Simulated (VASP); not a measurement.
## MgS: single point with PBEsol

The system is MgS.

```
Mg S
1.0
     0.00000    2.87038    2.87038
     2.87038    0.00000    2.87038
     2.87038    2.87038    0.00000
Mg S
1 1
Direct
  0.00000 0.00000 0.00000
  0.75000 0.75000 0.75000
```

This cell differs from its parent crystal: functional PBEsol, strained.

| Quantity | Value |
| --- | --- |
| Program | VASP 6.6.1 |
| Task | single point |
| Functional | PBEsol |
| Potentials or basis | VASP PAW PBE potentials, release 64 (Mg, S) |
| Cutoff | 600 eV |
| k mesh | 8 × 8 × 8 |
| Occupations | gaussian, width 0.02 eV |
| Spin | no spin polarisation |

```
Pressure               : -2.5 GPa
Band gap on the k mesh : 3.10 eV, direct
```

Levels at points of the mesh, in eV from the valence-band top:
| k point | band 2 | band 3 | band 4 | band 5 | band 6 | band 7 |
| --- | --- | --- | --- | --- | --- | --- |
| (0.00, 0.00, 0.00) | 0.00 | 0.00 | 0.00 | 3.10 | 7.77 | 7.77 |
| (0.50, 0.00, 0.00) | -3.04 | -0.32 | -0.32 | 4.85 | 7.48 | 7.48 |
| (0.50, 0.50, 0.00) | -2.74 | -1.00 | -1.00 | 3.74 | 5.49 | 10.64 |

Run time: 23 s on 1 thread of Intel Xeon 8259CL, with other jobs on the host, peak memory 0.18 GiB.

Caveat: the cell differs from its parent crystal (functional PBEsol, strained); the PAW data sets were made with another functional, which shifts forces and pressure a little.
